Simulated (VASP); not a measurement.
# Be2ZnTe2O (P6/mmm) in VASP: relaxation of cell and atoms with PBE

Aim: the relaxation of cell and atoms of Be2ZnTe2O with PBE.

Everything below comes from runs of VASP 6.6.1. Logs are shortened: lines on timing, memory, paths and dates and some standing lists are left out, and cuts for length are marked.

**1. The cell of the first run**

Symmetry: P6/mmm, No. 191, hexagonal system. Conventional cell: a = 7.279 Å, b = 7.279 Å, c = 4.118 Å, α = 90.00°, β = 90.00°, γ = 120.00°. Be (site symmetry -6m2) has 2 Te at 2.06 Å within 2.7 Å. Zn (site symmetry 6/mmm) has 2 O at 2.06 Å within 2.7 Å. Te (site symmetry -6m2) has 2 Be at 2.06 Å within 2.7 Å. Within 2.7 Å of O (site symmetry 6/mmm) lie 2 Zn at 2.06 Å.

**2. Relaxation of cell and atoms, PBE**

Contents of INCAR:

```
  PREC = Accurate
  ENCUT = 600
  EDIFF = 1E-6
  ISMEAR = 0
  SIGMA = 0.01
  LREAL = F
  LASPH = T
  NELM = 80
  ALGO = Normal
  ISIF = 3
  LWAVE = F
  LCHARG = F
  GGA = PE
  IBRION = 2
  NSW = 100
  EDIFFG = -0.01
```

Contents of KPOINTS:

```
Automatic mesh
0
Gamma
  6 6 10
```

Contents of POSCAR:

```
Be2ZnTe2O
1.0
    7.2794392888      0.0000000000      0.0000000000
   -3.6397196444      6.3041793494      0.0000000000
    0.0000000000      0.0000000000      4.1183377619
Be Zn Te O
2 1 2 1
Direct
    0.3333333333      0.6666666667      0.0000000000
    0.6666666667      0.3333333333      0.0000000000
    0.0000000000      0.0000000000      0.5000000000
    0.3333333333      0.6666666667      0.5000000000
    0.6666666667      0.3333333333      0.5000000000
    0.0000000000      0.0000000000      0.0000000000
```

Potentials or basis: VASP PAW PBE potentials, release 64 (Be, Zn, Te, O).

The run is started by

```sh
$ cat potpaw_PBE.64/Be/POTCAR potpaw_PBE.64/Zn/POTCAR potpaw_PBE.64/Te/POTCAR potpaw_PBE.64/O/POTCAR > POTCAR
$ mpirun -np 1 vasp_std > vasp.out
```

OUTCAR:

```text
PREC = Accurate
   ENCUT = 600
   EDIFF = 1E-6
   ISMEAR = 0
   LREAL = F
   LASPH = T
   NELM = 80
   ISIF = 3
   GGA = PE
   IBRION = 2
   NSW = 100
   EDIFFG = -0.01

 ion  position               nearest neighbor table
   1  0.333  0.667  0.000-   4 2.06   4 2.06
   2  0.667  0.333  0.000-   5 2.06   5 2.06
   3  0.000  0.000  0.500-   6 2.06   6 2.06
   4  0.333  0.667  0.500-   1 2.06   1 2.06
   5  0.667  0.333  0.500-   2 2.06   2 2.06
   6  0.000  0.000  0.000-   3 2.06   3 2.06

  LATTYP: Found a hexagonal cell.
 ALAT       =     7.2794392888
 C/A-ratio  =     0.5657493110

  Lattice vectors:

 A1 = (   7.2794392888,   0.0000000000,   0.0000000000)
 A2 = (  -3.6397196444,   6.3041793494,   0.0000000000)
 A3 = (   0.0000000000,   0.0000000000,   4.1183377619)

Analysis of symmetry for initial positions (statically):
=====================================================================
 Subroutine PRICEL returns:
 Original cell was already a primitive cell.

 Routine SETGRP: Setting up the symmetry group for a
 hexagonal supercell.

 Subroutine GETGRP returns: Found 24 space group operations
 (whereof 24 operations were pure point group operations)
 out of a pool of 24 trial point group operations.

The static configuration has the point symmetry D_6h.

Analysis of symmetry for dynamics (positions and initial velocities):
=====================================================================
 Subroutine PRICEL returns:
 Original cell was already a primitive cell.

 Routine SETGRP: Setting up the symmetry group for a
 hexagonal supercell.

 Subroutine GETGRP returns: Found 24 space group operations
 (whereof 24 operations were pure point group operations)
 out of a pool of 24 trial point group operations.

The dynamic configuration has the point symmetry D_6h.

 Subroutine INISYM returns: Found 24 space group operations
 (whereof 24 operations are pure point group operations),
 and found     1 'primitive' translations

----------------------------------------------------------------------------------------

                                     Primitive cell

  volume of cell :     188.9942

  direct lattice vectors                    reciprocal lattice vectors
     7.279439289  0.000000000  0.000000000     0.137373218  0.079312464  0.000000000
    -3.639719644  6.304179349  0.000000000     0.000000000  0.158624929  0.000000000
     0.000000000  0.000000000  4.118337762     0.000000000  0.000000000  0.242816412

  length of vectors
     7.279439289  7.279439289  4.118337762     0.158624929  0.158624929  0.242816412

  position of ions in fractional coordinates (direct lattice)
     0.333333333  0.666666667  0.000000000
     0.666666667  0.333333333  0.000000000
     0.000000000  0.000000000  0.500000000
     0.333333333  0.666666667  0.500000000
     0.666666667  0.333333333  0.500000000
     0.000000000  0.000000000  0.000000000

  ion indices of the primitive-cell ions
   primitive index   ion index
                 1           1
                 2           2
                 3           3
                 4           4
                 5           5
                 6           6

----------------------------------------------------------------------------------------

 KPOINTS: Automatic mesh

Automatic generation of k-mesh.
 Grid dimensions read from file:
 generate k-points for:    6    6   10

 Generating k-lattice:

  Cartesian coordinates                     Fractional coordinates (reciprocal lattice)
     0.022895536  0.013218744  0.000000000     0.166666667 -0.000000000  0.000000000
     0.000000000  0.026437488  0.000000000     0.000000000  0.166666667  0.000000000
     0.000000000  0.000000000  0.024281641     0.000000000  0.000000000  0.100000000

  Length of vectors
     0.026437488  0.026437488  0.024281641

  Shift w.r.t. Gamma in fractional coordinates (k-lattice)
     0.000000000  0.000000000  0.000000000

 Subroutine IBZKPT returns following result:
 ===========================================

 Found     42 irreducible k-points:

 Following reciprocal coordinates:
            Coordinates               Weight
  0.000000  0.000000  0.000000      1.000000
  0.166667  0.000000  0.000000      6.000000
  0.333333  0.000000  0.000000      6.000000
  0.500000 -0.000000  0.000000      3.000000
  0.166667  0.166667  0.000000      6.000000
  0.333333  0.166667  0.000000     12.000000
[... 16 lines left out ...]
  0.166667  0.000000  0.300000     12.000000
  0.333333  0.000000  0.300000     12.000000
 [... further k-points ...]
   k-points           NKPTS =     42   k-points in BZ     NKDIM =     42   number of bands    NBANDS=     21
   number of dos      NEDOS =    301   number of ions     NIONS =      6
   total plane-waves  NPLWV = 129600
   dimension x,y,z NGX =    60 NGY =   60 NGZ =   36
   dimension x,y,z NGXF=   120 NGYF=  120 NGZF=   72
   ions per type =               2   1   2   1
   NGX,Y,Z   is equivalent  to a cutoff of  13.70, 13.70, 14.53 a.u.
   NGXF,Y,Z  is equivalent  to a cutoff of  27.41, 27.41, 29.06 a.u.
 SYSTEM =  unknown system
   PREC   = accura    normal or accurate (medium, high low for compatibility)
   ISTART =      0    job   : 0-new  1-cont  2-samecut
   ICHARG =      2    charge: 1-file 2-atom 10-const
   ISPIN  =      1    spin polarized calculation?
   LNONCOLLINEAR =      F non collinear calculations
   LSORBIT =      F    spin-orbit coupling
   LASPH  =      T    aspherical Exc in radial PAW
   ENCUT  =  600.0 eV  44.10 Ry    6.64 a.u.  14.54 14.54  8.23*2*pi/ulx,y,z
   NELM   =     80;   NELMIN=  2; NELMDL= -5     # of ELM steps
   EDIFF  = 0.1E-05   stopping-criterion for ELM
   LREAL  =      F    real-space projection
   EDIFFG = -.1E-01   stopping-criterion for IOM
   NSW    =    100    number of steps for IOM
   IBRION =      2    ionic relax: 0-MD 1-quasi-New 2-CG
   NFREE  =      1    steps in history (QN), initial steepest desc. (CG)
   ISIF   =      3    stress and relaxation
   ISYM   =      2    0-nonsym 1-usesym 2-fastsym
   POTIM  = 0.5000    time-step for ionic-motion
   TEBEG  =    0.0;   TEEND  =   0.0 temperature during run
   PSTRESS=    0.0 pullay stress
   NELECT =      34.0000    total number of electrons
   NUPDOWN=      -1.0000    fix difference up-down
   EMIN   =  10.00;   EMAX   =-10.00  energy-range for DOS
   EFERMI =   0.00;   METHOD = LEGACY
   ISMEAR =     0;   SIGMA  =   0.01  broadening in eV -4-tet -1-fermi 0-gaus
   EFERMI_NEDOS =   21; number of points for ismear=-14 and -15
   IALGO  =     38    algorithm
   IMIX   =      4    mixing-type and parameters
     AMIX     =   0.40;   BMIX     =  1.00
     AMIX_MAG =   1.60;   BMIX_MAG =  1.00
  volume/ion in A,a.u.               =      31.50       212.57
  Fermi-wavevector in a.u.,A,eV,Ry     =   0.924170  1.746427 11.620591  0.854089
  Thomas-Fermi vector in A             =   2.049886
   LORBIT       =      0    0 simple, 1 ext, 2 COOP (PROOUT), +10 PAW based schemes
   GGA     = PE    functional components
   LHFCALC =     F    Hartree Fock is set to
   AEXX    =    0.0000 exact exchange contribution
   IVDW    =     0    specifies the selected vdW correction
   LEPSILON=     F    determine dielectric tensor
   LRPA    =     F    only Hartree local field effects (RPA)
 conjugate gradient relaxation of ions
 non-spin polarized calculation
 Gauss-broadening in eV      SIGMA  =   0.01
  energy-cutoff  :      600.00
  volume of cell :      188.99
 maximum number of plane-waves:      6359
 NGX is ok and might be reduce to    60
   NGX = 29   NGY = 29   NGZ = 17

--------------------------------------- Ionic step        1  -------------------------------------------

 number of electron      33.9999997 magnetization

 Free energy of the ion-electron system (eV)
  ---------------------------------------------------
  ext. energy  EPLUGINS =         0.00000000
  ---------------------------------------------------
  free energy    TOTEN  =       -17.24053091 eV

  energy without entropy =      -17.24053091  energy(sigma->0) =      -17.24053091

------------------------ aborting loop because EDIFF is reached ----------------------------------------

  FORCE on cell =-STRESS in cart. coord.  units (eV):
  Direction    XX          YY          ZZ          XY          YZ          ZX
  --------------------------------------------------------------------------------------
  -------------------------------------------------------------------------------------
  Total        0.1282243      0.1282243      0.1113290     -0.0000000      0.0000000      0.0000000
  in kB        1.0870073      1.0870073      0.9437793     -0.0000000      0.0000000      0.0000000
  external PRESSURE =       1.0392647 kB  Pullay stress =       0.0000000 kB
[... 101 lines left out ...]
  FREE ENERGIE OF THE ION-ELECTRON SYSTEM (eV)
  ---------------------------------------------------
  free  energy   TOTEN  =       -17.2407873582 eV

  energy  without entropy=      -17.2407873582  energy(sigma->0) =      -17.24078736

[... ionic steps 4 to 7 ...]

--------------------------------------- Ionic step        8  -------------------------------------------

 number of electron      33.9999990 magnetization

------------------------ aborting loop because EDIFF is reached ----------------------------------------

  FORCE on cell =-STRESS in cart. coord.  units (eV):
  Direction    XX          YY          ZZ          XY          YZ          ZX
  --------------------------------------------------------------------------------------
  -------------------------------------------------------------------------------------
  Total        0.0058107      0.0058107     -0.3270384      0.0000000      0.0000000      0.0000000
  in kB        0.0471200      0.0471200     -2.6520102      0.0000000      0.0000000      0.0000000
  external PRESSURE =      -0.8525900 kB  Pullay stress =       0.0000000 kB
[... 65 lines left out ...]
  energy  without entropy=      -17.2427054372  energy(sigma->0) =      -17.24270544

--------------------------------------- Ionic step       10  -------------------------------------------

 number of electron      33.9999989 magnetization

 Free energy of the ion-electron system (eV)
  ---------------------------------------------------
  ext. energy  EPLUGINS =         0.00000000
  ---------------------------------------------------
  free energy    TOTEN  =       -17.24362706 eV

  energy without entropy =      -17.24362706  energy(sigma->0) =      -17.24362706

 E-fermi :   0.2412     XC(G=0):  -7.0088

 val. band max:        0.1522051470   @ k =   0.3333   0.3333   0.5000
 cond. band min:       0.3739008126   @ k =   0.0000   0.0000   0.0000
 fundamental gap:      0.2216956656
 Fermi energy:         0.2411582381

 k-point     1 :       0.0000    0.0000    0.0000
  band No.  band energies     occupation
      1     -15.4925      2.00000
      2     -10.9531      2.00000
      3     -10.6475      2.00000
      4      -6.2204      2.00000
      5      -6.2204      2.00000
      6      -6.0153      2.00000
[... 550 lines left out ...]
      5      -6.2181      2.00000
      6      -6.2172      2.00000
[... 13 lines left out ...]
     20       2.9799      0.00000
     21       3.6920      0.00000

 [... further k-points ...]
[... 5 lines left out ...]
  --------------------------------------------------------------------------------------
  -------------------------------------------------------------------------------------
  Total       -0.0030181     -0.0030181      0.0047391      0.0000000     -0.0000000      0.0000000
  in kB       -0.0244904     -0.0244904      0.0384551      0.0000000     -0.0000000      0.0000000
  external PRESSURE =      -0.0035085 kB  Pullay stress =       0.0000000 kB
[... 21 lines left out ...]
  FREE ENERGIE OF THE ION-ELECTRON SYSTEM (eV)
  ---------------------------------------------------
  free  energy   TOTEN  =       -17.2436270578 eV

  energy  without entropy=      -17.2436270578  energy(sigma->0) =      -17.24362706

 reached required accuracy - stopping structural energy minimisation
```

Run time: 19 min. Hardware: 1 thread of Intel Xeon Platinum 8488C (Sapphire Rapids), shared host; peak memory 0.55 GiB.

Results:

| Property | Result |
| --- | --- |
| Free energy | -17.2436 eV |
| Relaxed volume | 32.91 Å³/atom |
| Relaxed cell | a = 7.443 Å, b = 7.443 Å, c = 4.116 Å, α = 90.00°, β = 90.00°, γ = 120.00° |
| Space group after relaxing (to 0.05 Å) | P6/mmm (No. 191) |
| Energy gained by relaxing | 0.5 meV/atom |
| Ionic steps | 10 |
| Pressure after relaxing | 0.0 GPa |
| Band gap on the k mesh | 0.22 eV, indirect (least direct gap 0.77 eV) |

Step by step:
```tsv
step	energy change (eV)	largest force (eV/Å)	pressure (GPa)	volume (Å³)
1	0.0000	0.0000	0.10	188.99
2	-0.0002	0.0000	0.02	189.55
3	-0.0003	0.0000	-0.01	189.74
4	-0.0004	0.0000	-0.01	189.91
5	-0.0007	0.0000	-0.02	190.41
6	-0.0013	0.0000	-0.03	191.43
7	-0.0022	0.0000	-0.05	193.47
8	-0.0029	0.0000	-0.09	197.58
9	-0.0022	0.0000	0.24	197.16
10	-0.0031	0.0000	0.00	197.45
```

Final structure:
```xyz
6
Lattice="7.4426 0.0000 0.0000 -3.7213 6.4455 0.0000 0.0000 0.0000 4.1160" Properties=species:S:1:pos:R:3 pbc="T T T"
Be    0.0000    4.2970    0.0000
Be    3.7213    2.1485    0.0000
Zn    0.0000    0.0000    2.0580
Te    0.0000    4.2970    2.0580
Te    3.7213    2.1485    2.0580
O    -3.7213    6.4455    0.0000
```

Levels at points of the mesh, in eV from the valence-band top:
| k point | band 13 | band 14 | band 15 | band 16 | band 17 | band 18 | band 19 | band 20 | band 21 |
| --- | --- | --- | --- | --- | --- | --- | --- | --- | --- |
| (0.00, 0.00, 0.00) | -2.45 | -1.70 | -1.70 | -0.55 | -0.55 | 0.22 | 2.38 | 3.33 | 4.99 |
| (0.50, 0.00, 0.00) | -2.43 | -1.76 | -1.32 | -0.70 | -0.64 | 0.57 | 2.69 | 2.96 | 4.68 |
| (0.00, 0.00, 0.50) | -1.27 | -0.35 | -0.35 | -0.24 | -0.24 | 1.52 | 1.52 | 2.65 | 2.65 |
| (0.50, 0.00, 0.50) | -1.00 | -0.50 | -0.27 | -0.21 | -0.09 | 1.50 | 1.66 | 2.41 | 2.81 |

Caveat: spin-orbit coupling is left out, which moves the levels of the heavy elements. A k mesh can miss the band edges.
